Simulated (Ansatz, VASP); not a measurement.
**TaN in VASP and in Ansatz**

```
Ta N
1.0
     5.20249    0.00000    0.00000
    -2.60124    4.50548    0.00000
     0.00000    0.00000    2.90753
Ta N
3 3
Direct
  0.33333 0.66667 0.50000
  0.66667 0.33333 0.50000
  0.00000 0.00000 0.00000
  0.39240 0.00000 0.00000
  0.60760 0.60760 0.00000
  0.00000 0.39240 0.00000
```

Alike in both runs: functional r2SCAN; k mesh 7 × 7 × 11; occupations fermi-dirac, width 0.1 eV; no spin polarisation.

Ansatz relaxed the structure, and its values are those at the end. VASP's run is a single point on that final structure, the one shown.

```csv
,VASP,Ansatz
version,VASP 6.6.1,Ansatz 0.2.0
potentials or method,"VASP PAW PBE potentials, release 64 (Ta_pv, N), cutoff 520 eV",PAW plane waves
valence electrons in the cell,48,54
```

Ansatz gave:

```
gap on the k mesh at the Fermi level (eV) : none
pressure (GPa)                            : 0.0
rms of the force components (eV/Å)        : 0.003
```

Q: Which values does VASP return?

A: gap on the k mesh at the Fermi level (eV): none; pressure (GPa): 1.6; rms of the force components (eV/Å): 0.003.

VASP's potentials were made for PBE, not for r2SCAN. A gap of «none» marks a metal or a gap that the smearing closes. With one functional, cell and mesh, what is left measures potentials, basis and numerics. VASP's potentials hold 48 valence electrons a cell and Ansatz's 54, so a difference there can come from the potentials and not from the codes.

Spin-orbit coupling is off throughout.
